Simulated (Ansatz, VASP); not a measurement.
**Os: VASP beside Ansatz**

The input POSCAR:

```
Os
1.0
    2.7393806551      0.0000000000      0.0000000000
   -1.3696903275      2.3723732379      0.0000000000
    0.0000000000      0.0000000000      4.3138178725
Os
2
Direct
    0.3333333333      0.6666666667      0.2500000000
    0.6666666667      0.3333333333      0.7500000000
```

File INCAR.step1:

```
  PREC = Accurate
  ENCUT = 620
  ISMEAR = 0
  SIGMA = 0.3
  LREAL = F
  LASPH = T
  NELM = 120
  NBANDS = 23
  GGA = PE
  ALGO = Normal
  EDIFF = 1E-5
  LWAVE = T
  LCHARG = F
  GGA_COMPAT = F
```

The input INCAR.step2:

```
  PREC = Accurate
  ENCUT = 620
  EDIFF = 1E-6
  ISMEAR = 0
  SIGMA = 0.3
  LREAL = F
  LASPH = T
  NELM = 120
  ALGO = Normal
  ISIF = 2
  LWAVE = F
  LCHARG = F
  METAGGA = R2SCAN
  LMIXTAU = T
  NBANDS = 23
  ISTART = 1
  GGA_COMPAT = F
```

File KPOINTS:

```
Automatic mesh
0
Gamma
  13 13 7
```

Input for Ansatz:

```yaml
crystal:
  lattice:
    - [2.7393806551, 0.0, 0.0]
    - [-1.3696903275, 2.3723732379, 0.0]
    - [0.0, 0.0, 4.3138178725]
  atoms:
    - { symbol: Os, position: [0.3333333333, 0.6666666667, 0.25] }
    - { symbol: Os, position: [0.6666666667, 0.3333333333, 0.75] }
hamiltonian:
  xc: r2scan
  pseudopotentials:
    kind: paw
    azcp:
      Os: "pseudopotentials/Os.paw.azcp"
basis:
  ecutwfc: 500
  fft_grid_basis: typed
kpoints:
  mp_grid: { grid: [13, 13, 7], shift: [0, 0, 0] }
magnetization:
  spin_polarized: false
scf:
  occupations: { method: gaussian, width: 0.3 }
  lower_state_search: "off"
output:
  stress: true
```

Alike in both runs: task single point; functional r2SCAN; k mesh 13 × 13 × 7; occupations gaussian, width 0.3 eV; no spin polarisation.

```csv
,VASP,Ansatz
version,VASP 6.6.1,Ansatz 0.2.0
potentials or method,"VASP PAW PBE potentials, release 64 (Os_sv_GW), cutoff 620 eV","plane waves (500 eV) with PAW, scalar-relativistic"
valence electrons in the cell,32,32
```

```csv
,VASP,Ansatz,Ansatz less VASP
pressure (GPa),-0.7,0.1,+0.75
"traceless stress, the component that is largest in VASP (GPa)",0.07,0.07,-0.004
```

VASP's potentials were made for PBE, not for r2SCAN. With one functional, cell and mesh, what is left measures potentials, basis and numerics.

Neither program's run includes spin-orbit coupling.
